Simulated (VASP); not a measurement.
# MgScC2N2 in VASP: notebook, part 2 of 2

VASP 6.6.1.

### 5 Single point, PBE, collinear spin, ferromagnetic start

This run uses another cell than the first one, of 11.68 Å³/atom.

Contents of INCAR:

```
SYSTEM = MgScC2N2
PREC = Accurate
ENCUT = 520
EDIFF = 1E-7
ISMEAR = 0
SIGMA = 0.1
LREAL = .FALSE.
LASPH = .TRUE.
NELM = 150
ALGO = Normal
ISIF = 2
LWAVE = .FALSE.
LCHARG = .TRUE.
ISPIN = 2
MAGMOM = 0 0 1 1 1 1
LORBIT = 11
LMAXMIX = 4
GGA = PE
LELF = .TRUE.
LVHAR = .TRUE.
NBANDS = 28
```

Contents of KPOINTS:

```
Automatic mesh
0
G
  6 6 4
  0 0 0
```

Contents of POSCAR:

```
MgScC2N2
1.0
    3.0697503362     -1.6371506036      0.0000000000
    3.0697503362      1.6371506036      0.0000000000
   -2.9533563367      0.0000000000      6.9744438314
Mg Sc C N
1 1 2 2
Direct
    0.0000000000      0.0000000000      0.0000000000
    0.5000000000      0.5000000000      0.5000000000
    0.2164980791      0.2164980791      0.8039024710
    0.7835019209      0.7835019209      0.1960975290
    0.2721098867      0.2721098867      0.6609507638
    0.7278901133      0.7278901133      0.3390492362
```

Potentials or basis: VASP PAW PBE potentials, release 64 (Mg, Sc_sv, C, N).

On the command line:

```console
$ cat potpaw_PBE.64/Mg/POTCAR potpaw_PBE.64/Sc_sv/POTCAR potpaw_PBE.64/C/POTCAR potpaw_PBE.64/N/POTCAR > POTCAR
$ mpirun -np 1 vasp_std > vasp.out
```

OUTCAR:

```text
SYSTEM = MgScC2N2
   PREC = Accurate
   ENCUT = 520
   EDIFF = 1E-7
   ISMEAR = 0
   LREAL = .FALSE.
   LASPH = .TRUE.
   NELM = 150
   ISIF = 2
   ISPIN = 2
   LORBIT = 11
   GGA = PE

 ion  position               nearest neighbor table
   1  0.000  0.000  0.000-   3 2.35   4 2.35   4 2.43   4 2.43   3 2.43   3 2.43
   2  0.500  0.500  0.500-   5 2.18   6 2.18   5 2.32   5 2.32   6 2.32   6 2.32   4 2.71   3 2.71
                             4 2.71   3 2.71
   3  0.216  0.216  0.804-   5 1.26   1 2.35   1 2.43   1 2.43   2 2.71   2 2.71
   4  0.784  0.784  0.196-   6 1.26   1 2.35   1 2.43   1 2.43   2 2.71   2 2.71
   5  0.272  0.272  0.661-   3 1.26   2 2.18   2 2.32   2 2.32
   6  0.728  0.728  0.339-   4 1.26   2 2.18   2 2.32   2 2.32

  LATTYP: Found a base centered monoclinic cell.
 ALAT       =     6.1395006724
 B/A-ratio  =     0.5333171836
 C/A-ratio  =     1.2336476353
 COS(beta)  =    -0.3899345056

  Lattice vectors:

 A1 = (   3.0697503362,  -1.6371506036,   0.0000000000)
 A2 = (   3.0697503362,   1.6371506036,   0.0000000000)
 A3 = (  -2.9533563367,   0.0000000000,   6.9744438314)

Analysis of symmetry for initial positions (statically):
[... 1662 lines left out ...]
  in kB        5.1958724      1.1762295      6.0991460      0.0000000      0.0000000     -2.0804930
  external PRESSURE =       4.1570826 kB  Pullay stress =       0.0000000 kB

 VOLUME and BASIS-vectors are now :
 -----------------------------------------------------------------------------
  energy-cutoff  :      520.00
  volume of cell :       70.10
      direct lattice vectors                 reciprocal lattice vectors
     3.069750336 -1.637150604  0.000000000     0.162879695 -0.305408677  0.068972063
     3.069750336  1.637150604  0.000000000     0.162879695  0.305408677  0.068972063
    -2.953356337  0.000000000  6.974443831     0.000000000  0.000000000  0.143380608

 POSITION                                       TOTAL-FORCE (eV/Angst)
 -----------------------------------------------------------------------------------
      0.00000      0.00000      0.00000         0.000000      0.000000      0.000000
      1.59307      0.00000      3.48722         0.000000      0.000000      0.000000
     -1.04502      0.00000      5.60677        -0.115154      0.000000      0.141675
      4.23116      0.00000      1.36767         0.115154      0.000000     -0.141675
     -0.28140      0.00000      4.60976         0.111331      0.000000     -0.083239
      3.46755      0.00000      2.36468        -0.111331      0.000000      0.083239
 -----------------------------------------------------------------------------------
    total drift:                                0.000000     -0.000000      0.000000

  FREE ENERGIE OF THE ION-ELECTRON SYSTEM (eV)
  ---------------------------------------------------
  free  energy   TOTEN  =       -43.4609037145 eV

  energy  without entropy=      -43.4482023653  energy(sigma->0) =      -43.45455304

 total charge

# of ion       s       p       d       tot
------------------------------------------
    1        0.167   0.115   0.039   0.321
    2        2.158   6.168   1.166   9.493
    3        0.922   1.557   0.000   2.478
    4        0.922   1.557   0.000   2.478
    5        1.289   2.569   0.000   3.858
    6        1.289   2.569   0.000   3.858
--------------------------------------------------
tot          6.746  14.536   1.205  22.486

 magnetization (x)

# of ion       s       p       d       tot
------------------------------------------
    1       -0.000  -0.000  -0.000  -0.000
    2       -0.000  -0.000  -0.000  -0.000
    3       -0.000  -0.000   0.000  -0.000
    4       -0.000  -0.000   0.000  -0.000
    5        0.000  -0.000   0.000   0.000
    6        0.000  -0.000   0.000   0.000
--------------------------------------------------
tot          0.000  -0.000  -0.000  -0.000
```

OSZICAR:

```text
N       E                     dE             d eps       ncg     rms          rms(c)
DAV:   1     0.307894968388E+03    0.30789E+03   -0.14518E+04  5392   0.107E+03
DAV:   2    -0.170371993304E+02   -0.32493E+03   -0.30361E+03  5412   0.342E+02
DAV:   3    -0.472646389086E+02   -0.30227E+02   -0.28603E+02  7412   0.107E+02
DAV:   4    -0.487325680496E+02   -0.14679E+01   -0.14351E+01  7592   0.246E+01
DAV:   5    -0.487604955124E+02   -0.27927E-01   -0.27900E-01  6616   0.315E+00    0.166E+01
DAV:   6    -0.432829168699E+02    0.54776E+01   -0.14354E+01  8240   0.341E+01    0.718E+00
DAV:   7    -0.434234530862E+02   -0.14054E+00   -0.17220E+00  7384   0.103E+01    0.476E+00
DAV:   8    -0.434488827412E+02   -0.25430E-01   -0.22110E-01  7816   0.370E+00    0.162E+00
DAV:   9    -0.434596823027E+02   -0.10800E-01   -0.51529E-02  7484   0.187E+00    0.480E-01
DAV:  10    -0.434605424970E+02   -0.86019E-03   -0.77021E-03  7672   0.705E-01    0.150E-01
DAV:  11    -0.434607869643E+02   -0.24447E-03   -0.96806E-04  6820   0.197E-01    0.906E-02
DAV:  12    -0.434608731492E+02   -0.86185E-04   -0.11470E-04  6936   0.845E-02    0.483E-02
DAV:  13    -0.434609031565E+02   -0.30007E-04   -0.51757E-05  5988   0.435E-02    0.141E-02
DAV:  14    -0.434609036164E+02   -0.45987E-06   -0.70618E-06  8040   0.241E-02    0.677E-03
DAV:  15    -0.434609037110E+02   -0.94635E-07   -0.14971E-06  7204   0.727E-03    0.293E-03
DAV:  16    -0.434609037145E+02   -0.35307E-08   -0.16915E-07  5180   0.404E-03
   1 F= -.43460904E+02 E0= -.43454553E+02  d E =-.127013E-01  mag=     0.0000
```

stdout:

```text
POSCAR found type information on POSCAR MgScC N
 POSCAR found :  4 types and       6 ions
 scaLAPACK will be used
 LDA part: xc-table for (Slater+PW92), standard interpolation
 POSCAR, INCAR and KPOINTS ok, starting setup
 FFT: planning ... GRIDC
 FFT: planning ... GRID_SOFT
 FFT: planning ... GRID
 WAVECAR not read
 entering main loop
```

Run time: 7.8 min. Hardware: 1 thread of Oxide Virtual Turin-like, shared host; peak memory 0.3 GiB.

Results:

```yaml
Free_energy: -43.4609 eV
Pressure: 0.4 GPa
Largest_force: 0.183 eV/Å
Net_moment: 0.00 μB per cell
Valence_electrons_inside_the_program's_atomic_spheres: Mg 0.32; Sc 9.49; C 2.48; N 3.86
```

Forces on the atoms (eV/Å):
```
Mg   0.000  0.000  0.000
Sc   0.000  0.000  0.000
C   -0.115  0.000  0.142
C    0.115  0.000 -0.142
N    0.111  0.000 -0.083
N   -0.111  0.000  0.083
```

Levels at points of the mesh, in eV from the Fermi level:
Spin up:
| k point | band 14 | band 15 | band 16 | band 17 | band 18 | band 19 |
| --- | --- | --- | --- | --- | --- | --- |
| (0.00, 0.00, 0.00) | -4.33 | -1.16 | 0.24 | 0.64 | 1.18 | 2.52 |
| (0.50, 0.00, 0.00) | -4.66 | -1.58 | -0.51 | 0.22 | 1.43 | 2.49 |
| (0.50, 0.50, 0.00) | -4.29 | -1.46 | 0.86 | 1.83 | 1.97 | 2.16 |
| (0.00, 0.00, 0.50) | -4.64 | -0.45 | -0.28 | 0.49 | 1.19 | 2.15 |
| (0.50, 0.00, 0.50) | -5.17 | -1.90 | 0.22 | 0.76 | 1.12 | 2.45 |
| (0.50, 0.50, 0.50) | -4.53 | -0.20 | -0.09 | 1.59 | 1.89 | 2.54 |
Spin down:
| k point | band 14 | band 15 | band 16 | band 17 | band 18 | band 19 |
| --- | --- | --- | --- | --- | --- | --- |
| (0.00, 0.00, 0.00) | -4.33 | -1.16 | 0.24 | 0.64 | 1.18 | 2.52 |
| (0.50, 0.00, 0.00) | -4.66 | -1.58 | -0.51 | 0.22 | 1.43 | 2.49 |
| (0.50, 0.50, 0.00) | -4.29 | -1.46 | 0.86 | 1.83 | 1.97 | 2.16 |
| (0.00, 0.00, 0.50) | -4.64 | -0.45 | -0.28 | 0.49 | 1.19 | 2.15 |
| (0.50, 0.00, 0.50) | -5.17 | -1.90 | 0.22 | 0.76 | 1.12 | 2.45 |
| (0.50, 0.50, 0.50) | -4.53 | -0.21 | -0.09 | 1.59 | 1.89 | 2.54 |

Caveat: the k points lie up to 0.37 Å⁻¹ apart.

### 6 The runs side by side

| task | spin | cell | k mesh | cutoff (eV) | gap on the mesh (eV) | pressure (GPa) | largest force (eV/Å) |
| --- | --- | --- | --- | --- | --- | --- | --- |
| single point | off | a = 3.476, b = 3.476, c = 7.607 Å, angles 109.8, 109.8, 55.8°, 6 atoms, atomic positions A | 4 × 4 × 4 | 520 | none | 0.5 | 0.18 |
| single point | off | a = 3.479, b = 3.479, c = 7.574 Å, angles 110.1, 110.1, 56.1°, 6 atoms, atomic positions B | 6 × 6 × 4 | 520 | none | 0.4 | 0.18 |
| relaxation of cell and atoms | off | relaxed from a = 3.476, b = 3.476, c = 7.607 Å, angles 109.8, 109.8, 55.8°, 6 atoms, atomic positions A | 6 × 6 × 4 | 600 | none | 0.1 | 0.02 |
| single point | collinear, ferromagnetic start | a = 3.479, b = 3.479, c = 7.574 Å, angles 110.1, 110.1, 56.1°, 6 atoms, atomic positions B | 6 × 6 × 4 | 520 | none | 0.4 | 0.18 |

Alike in all rows: level PBE; potentials or basis VASP PAW PBE potentials, release 64 (Mg, Sc_sv, C, N); smearing gaussian 0.1 eV.

Caveats: all runs use coarse meshes; an odd number of electrons without spin polarisation forces a metal (at least some runs); a magnetic or distorted state may lie lower (at least some runs).

Absolute energies hang on the potentials; compare differences alone.
